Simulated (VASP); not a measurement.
# AlSi36H17Cl3 in VASP: notebook

AlSi36H17Cl3 is run at these levels: PBE; tasks: single point.

Everything below comes from runs of VASP 6.6.1. Logs are shortened: lines on timing, memory, paths and dates and some standing lists are left out, and cuts for length are marked.

### 1 The cell of the first run

The cell holds a slab with vacuum, 57 atoms: a = 11.519 Å, b = 11.519 Å, c = 19.869 Å, α = 90.00°, β = 90.00°, γ = 60.00°.

### 2 Single point, PBE, collinear spin, zero start

Input file INCAR:

```
SYSTEM = AlSi36H17Cl3
PREC = Accurate ; ENCUT = 520
EDIFF = 1E-6 ; ISMEAR = 0
SIGMA = 0.02 ; LREAL = Auto
LASPH = .TRUE. ; NELM = 150
ALGO = Normal ; ISIF = 2
LWAVE = .FALSE. ; LCHARG = .FALSE.
ISPIN = 2 ; MAGMOM = 0 0 0 0 0 0 0 0 0 0 0 0 0 0 0 0 0 0 0 0 0 0 0 0 0 0 0 0 0 0 0 0 0 0 0 0 0 0 0 0 0 0 0 0 0 0 0 0 0 0 0 0 0 0 0 0 0
LORBIT = 11 ; GGA = PE
NBANDS = 130
```

Input file KPOINTS:

```
Automatic mesh
0
G
  1 1 1
  0 0 0
```

Input file POSCAR:

```
AlSi36H17Cl3
1.0
   11.5187690000      0.0000000000      0.0000000000
    5.7593850000      9.9755470000      0.0000000000
    0.0000000000      0.0000000000     19.8687650000
H Si Al Cl
17 36 1 3
Direct
    0.1111111263      0.1111111000      0.0503303049
    0.4444444018      0.1111111000      0.0503303049
    0.7777777641      0.1111111000      0.0503303049
    0.1111111430      0.4444443999      0.0503303049
    0.4444444185      0.4444443999      0.0503303049
    0.7777777808      0.4444443999      0.0503303049
    0.1111111096      0.7777778001      0.0503303049
    0.4444443851      0.7777778001      0.0503303049
    0.7777778342      0.7777778001      0.0503303049
    0.3389429465      0.0025258765      0.3961693140
    0.6637706028      0.0009898204      0.3969280426
    0.0014519815      0.3348763732      0.3970834121
    0.3333155590      0.3332869867      0.3965900246
    0.6584114627      0.3389451225      0.3963073196
    0.0016735984      0.6602172292      0.3964381279
    0.3346654219      0.6639964706      0.3971116474
    0.6663661660      0.6668531560      0.3961749007
    0.1111111263      0.1111111000      0.1258256364
    0.4444444018      0.1111111000      0.1258256364
    0.7777777641      0.1111111000      0.1258256364
    0.1111111430      0.4444443999      0.1258256364
    0.4444444185      0.4444443999      0.1258256364
    0.7777777808      0.4444443999      0.1258256364
    0.1111111096      0.7777778001      0.1258256364
    0.4444443851      0.7777778001      0.1258256364
    0.7777778342      0.7777778001      0.1258256364
   -0.1120384375      0.2219386065      0.1662159676
    0.2211741738      0.2223940201      0.1644537544
    0.5546582125      0.2221612509      0.1644735342
   -0.1123025798      0.5555826663      0.1641663183
    0.2212966007      0.5556787011      0.1645313133
    0.5545127517      0.5559348274      0.1641598257
   -0.1119550685      0.8890563094      0.1660571253
    0.2208909254      0.8891462293      0.1661339293
    0.5549468060      0.8886900137      0.1640859913
   -0.1072859022      0.2166025582      0.2848812193
    0.2234821684      0.2222614960      0.2822784909
    0.5575078134      0.2219332935      0.2822947979
   -0.1094266394      0.5544580162      0.2818062421
    0.2234676323      0.5561036402      0.2824085946
    0.5561392637      0.5563606687      0.2817444366
   -0.1061784255      0.8905974780      0.2846057619
    0.2183754229      0.8924023916      0.2847299769
    0.5577824379      0.8889634824      0.2816361762
   -0.0004997875     -0.0003396305      0.3340261461
    0.3343089615     -0.0000384941      0.3210556872
    0.6680412383     -0.0005899426      0.3215110250
   -0.0004314218      0.3324638739      0.3216794803
    0.3334498525      0.3335281764      0.3210945924
    0.6660105042      0.3344174510      0.3211932901
   -0.0005540359      0.6661983548      0.3212286722
    0.3324424360      0.6682344337      0.3217049978
    0.6667299440      0.6667977205      0.3206863134
    1.0003364953      0.0003311097      0.4627496978
    0.9628995566     -0.1549355639      0.4962681375
    1.1946490005     -0.0367735223      0.4935969599
    0.8448494644      0.1954846185      0.4936382810
```

Potentials or basis: VASP PAW PBE potentials, release 64 (H, Si, Al, Cl).

Command:

```
cat potpaw_PBE.64/H/POTCAR potpaw_PBE.64/Si/POTCAR potpaw_PBE.64/Al/POTCAR potpaw_PBE.64/Cl/POTCAR > POTCAR
mpirun -np 1 vasp_gam > vasp.out
```

OUTCAR:

```text
SYSTEM = AlSi36H17Cl3
   PREC = Accurate
   ENCUT = 520
   EDIFF = 1E-6
   ISMEAR = 0
   LREAL = Auto
   LASPH = .TRUE.
   NELM = 150
   ISIF = 2
   ISPIN = 2
   LORBIT = 11
   GGA = PE

 ion  position               nearest neighbor table
   1  0.111  0.111  0.050-  18 1.50
   2  0.444  0.111  0.050-  19 1.50
   3  0.778  0.111  0.050-  20 1.50
   4  0.111  0.444  0.050-  21 1.50
   5  0.444  0.444  0.050-  22 1.50
   6  0.778  0.444  0.050-  23 1.50
[... 9 lines left out ...]
  16  0.335  0.664  0.397-  52 1.50
  17  0.666  0.667  0.396-  53 1.50
[... 35 lines left out ...]
  53  0.667  0.667  0.321-  17 1.50  41 2.34  44 2.35  39 2.36
  54  0.000  0.000  0.463-  55 2.14  56 2.15  57 2.15  45 2.56
  55  0.963  0.845  0.496-  54 2.14
  56  0.195  0.963  0.494-  54 2.15
  57  0.845  0.195  0.494-  54 2.15

  LATTYP: Found a hexagonal cell.
 ALAT       =    11.5187696186
 C/A-ratio  =     1.7249034105

  Lattice vectors:

 A1 = (  -5.7593850000,  -9.9755470000,   0.0000000000)
 A2 = (  11.5187690000,   0.0000000000,   0.0000000000)
 A3 = (   0.0000000000,   0.0000000000,  19.8687650000)

Analysis of symmetry for initial positions (statically):
=====================================================================
 Subroutine PRICEL returns:
 Original cell was already a primitive cell.

 Routine SETGRP: Setting up the symmetry group for a
 hexagonal supercell.

 Subroutine GETGRP returns: Found  1 space group operations
 (whereof  1 operations were pure point group operations)
 out of a pool of 24 trial point group operations.

The static configuration has the point symmetry C_1 .

Analysis of symmetry for dynamics (positions and initial velocities):
=====================================================================
 Subroutine PRICEL returns:
 Original cell was already a primitive cell.

 Routine SETGRP: Setting up the symmetry group for a
 hexagonal supercell.

 Subroutine GETGRP returns: Found  1 space group operations
 (whereof  1 operations were pure point group operations)
 out of a pool of 24 trial point group operations.

The dynamic configuration has the point symmetry C_1 .

Analysis of structural, dynamic, and magnetic symmetry:
=====================================================================
 Subroutine PRICEL returns:
 Original cell was already a primitive cell.

 Routine SETGRP: Setting up the symmetry group for a
 hexagonal supercell.

 Subroutine GETGRP returns: Found  1 space group operations
 (whereof  1 operations were pure point group operations)
 out of a pool of 24 trial point group operations.

The overall configuration has the point symmetry C_1 .

 Subroutine INISYM returns: Found  1 space group operations
 (whereof  1 operations are pure point group operations),
 and found     1 'primitive' translations

----------------------------------------------------------------------------------------

                                     Primitive cell

  volume of cell :    2283.0407

  direct lattice vectors                    reciprocal lattice vectors
    11.518769000  0.000000000  0.000000000     0.086814832 -0.050122569  0.000000000
     5.759385000  9.975547000  0.000000000     0.000000000  0.100245129  0.000000000
     0.000000000  0.000000000 19.868765000     0.000000000  0.000000000  0.050330255

  length of vectors
    11.518769000 11.518769619 19.868765000     0.100245135  0.100245129  0.050330255

  position of ions in fractional coordinates (direct lattice)
     0.111111126  0.111111100  0.050330305
     0.444444402  0.111111100  0.050330305
     0.777777764  0.111111100  0.050330305
     0.111111143  0.444444400  0.050330305
     0.444444418  0.444444400  0.050330305
     0.777777781  0.444444400  0.050330305
[... 49 lines left out ...]
     0.194649001  0.963226478  0.493596960
     0.844849464  0.195484618  0.493638281

  ion indices of the primitive-cell ions
   primitive index   ion index
                 1           1
                 2           2
                 3           3
                 4           4
[... 43 lines left out ...]
  ---------------------------------------------------
  free energy    TOTEN  =      -259.93193650 eV

  energy without entropy =     -259.93192490  energy(sigma->0) =     -259.93193070

 E-fermi :  -1.5106     XC(G=0):  -4.3367

 val. band max:       -1.5630967874   @ k =   0.0000   0.0000   0.0000
 cond. band min:      -1.4581619261   @ k =   0.0000   0.0000   0.0000
 fundamental gap:      0.1049348613
 Fermi energy:        -1.5106236174

 spin component 1

 k-point     1 :       0.0000    0.0000    0.0000
  band No.  band energies     occupation
      1     -15.8079      1.00000
      2     -15.4226      1.00000
      3     -15.4203      1.00000
      4     -12.8428      1.00000
      5     -11.7356      1.00000
      6     -11.6677      1.00000
[... 96 lines left out ...]
    103       0.8554      0.00000
    104       0.8727      0.00000
 Fermi energy:        -1.5106236174

 spin component 2

 k-point     1 :       0.0000    0.0000    0.0000
  band No.  band energies     occupation
      1     -15.8078      1.00000
      2     -15.4225      1.00000
      3     -15.4202      1.00000
      4     -12.8707      1.00000
      5     -11.7712      1.00000
      6     -11.6944      1.00000
[... 96 lines left out ...]
    103       0.8396      0.00000
    104       0.8528      0.00000
 [bands above 104 left out]

------------------------ aborting loop because EDIFF is reached ----------------------------------------

  FORCE on cell =-STRESS in cart. coord.  units (eV):
  Direction    XX          YY          ZZ          XY          YZ          ZX
  --------------------------------------------------------------------------------------
  -------------------------------------------------------------------------------------
  Total       16.1570752     16.4281435     -0.1927744      4.1743246     -0.0227292     -0.0794703
  in kB       11.3386061     11.5288346     -0.1352839      2.9294301     -0.0159508     -0.0557701
  external PRESSURE =       7.5773856 kB  Pullay stress =       0.0000000 kB

 VOLUME and BASIS-vectors are now :
 -----------------------------------------------------------------------------
  energy-cutoff  :      520.00
  volume of cell :     2283.04
      direct lattice vectors                 reciprocal lattice vectors
    11.518769000  0.000000000  0.000000000     0.086814832 -0.050122569  0.000000000
     5.759385000  9.975547000  0.000000000     0.000000000  0.100245129  0.000000000
     0.000000000  0.000000000 19.868765000     0.000000000  0.000000000  0.050330255

 POSITION                                       TOTAL-FORCE (eV/Angst)
 -----------------------------------------------------------------------------------
      1.91979      1.10839      1.00000        -0.003784     -0.001982     -0.025482
      5.75938      1.10839      1.00000         0.002100      0.003627     -0.034949
      9.59897      1.10839      1.00000         0.010190     -0.001486     -0.025583
      3.83959      4.43358      1.00000         0.010217      0.005660     -0.034746
      7.67918      4.43358      1.00000         0.003850     -0.003203     -0.033963
     11.51877      4.43358      1.00000        -0.008572     -0.024689     -0.037818
[... 49 lines left out ...]
      7.78971      9.60871      9.80716        -0.021922     -0.022956      0.004967
     10.85750      1.95007      9.80798         0.020681     -0.011560      0.006303
 -----------------------------------------------------------------------------------
    total drift:                                0.002342     -0.001930     -0.031035

  FREE ENERGIE OF THE ION-ELECTRON SYSTEM (eV)
  ---------------------------------------------------
  free  energy   TOTEN  =      -259.9319364988 eV

  energy  without entropy=     -259.9319248973  energy(sigma->0) =     -259.93193070

 total charge

# of ion       s       p       d       tot
------------------------------------------
    1        0.558   0.014   0.000   0.571
    2        0.558   0.014   0.000   0.571
    3        0.558   0.014   0.000   0.571
    4        0.558   0.014   0.000   0.571
    5        0.558   0.014   0.000   0.571
    6        0.557   0.014   0.000   0.571
[... 49 lines left out ...]
   56        1.599   3.557   0.000   5.155
   57        1.599   3.557   0.000   5.155
--------------------------------------------------
tot         40.919  46.458   0.000  87.377

 magnetization (x)

# of ion       s       p       d       tot
------------------------------------------
    1        0.000  -0.000   0.000   0.000
    2        0.000  -0.000   0.000   0.000
    3        0.000  -0.000   0.000   0.000
    4        0.000  -0.000   0.000   0.000
    5        0.000  -0.000   0.000   0.000
    6        0.000  -0.000   0.000   0.000
[... 49 lines left out ...]
   56        0.000  -0.000   0.000  -0.000
   57        0.000   0.000   0.000   0.000
--------------------------------------------------
tot         -0.003  -0.456   0.000  -0.459
```

Run time: 27 min. Hardware: 1 thread of Intel Xeon Platinum 8488C (Sapphire Rapids), shared host; peak memory 3.1 GiB.

Results:

| Quantity | Value |
| --- | --- |
| Free energy | -259.9319 eV |
| Largest force | 0.139 eV/Å |
| Net moment | -1.00 μB per cell |
| Site moments | H +0.00; Si -0.01, -0.02 (each value once); Al +0.00; Cl +0.00, -0.00 (each value once) μB |
| Valence electrons inside the program's atomic spheres | H 0.57; Si 1.71, 1.72, 1.70, 1.69, 1.68 (each value once); Al 0.73; Cl 5.16 |

Forces on the atoms (eV/Å):
```
H   -0.004 -0.002 -0.025
H    0.002  0.004 -0.035
H    0.010 -0.001 -0.026
H    0.010  0.006 -0.035
H    0.004 -0.003 -0.034
H   -0.009 -0.025 -0.038
H    0.010  0.007 -0.026
H   -0.012  0.020 -0.039
H    0.030  0.004 -0.040
H    0.000  0.000  0.000
H    0.000  0.001 -0.005
H    0.001  0.000 -0.004
H    0.001  0.000 -0.005
H   -0.001  0.000 -0.001
H   -0.001 -0.007 -0.010
H    0.001 -0.001 -0.005
H    0.000  0.000 -0.005
Si  -0.087 -0.039  0.100
Si  -0.020 -0.002 -0.022
Si   0.068 -0.052  0.090
Si  -0.015  0.001 -0.018
Si  -0.021 -0.006 -0.013
Si  -0.017 -0.103  0.041
Si  -0.010  0.081  0.092
Si  -0.083  0.059  0.025
Si   0.084  0.026  0.030
Si   0.007  0.005 -0.006
Si   0.010  0.006 -0.003
Si   0.007  0.006 -0.003
Si   0.002  0.002 -0.004
Si   0.012  0.000 -0.002
Si   0.009  0.006 -0.003
Si   0.013  0.009 -0.007
Si   0.005  0.005 -0.004
Si   0.008  0.003 -0.003
Si   0.009 -0.007 -0.006
Si  -0.001 -0.006 -0.008
Si  -0.003 -0.007 -0.009
Si  -0.001 -0.004 -0.006
Si  -0.003 -0.010 -0.008
Si   0.001 -0.005 -0.007
Si   0.000 -0.014  0.004
Si   0.013 -0.012 -0.006
Si  -0.001 -0.010 -0.006
Si   0.000  0.019  0.017
Si  -0.009  0.009  0.009
Si  -0.006  0.008  0.013
Si  -0.001  0.008  0.006
Si  -0.001  0.007  0.013
Si  -0.003  0.000  0.011
Si   0.001  0.009  0.012
Si  -0.008  0.006  0.012
Si   0.001  0.007  0.008
Al   0.018  0.018 -0.009
Cl  -0.021  0.011 -0.014
Cl  -0.022 -0.023  0.005
Cl   0.021 -0.012  0.006
```

Levels at points of the mesh, in eV from the Fermi level:
Spin up:
```tsv
k point	band 90	band 91	band 92	band 93	band 94	band 95
(0.00, 0.00, 0.00)	-0.69	-0.62	-0.07	0.05	1.48	1.49
```
Spin down:
| k point | band 91 | band 92 | band 93 | band 94 | band 95 | band 96 |
| --- | --- | --- | --- | --- | --- | --- |
| (0.00, 0.00, 0.00) | -0.70 | -0.09 | -0.05 | 1.45 | 1.47 | 1.49 |

Caveat: the k points lie up to 0.63 Å⁻¹ apart; there is no dipole correction, which matters where the two faces differ.

[end of part 1 of 2]
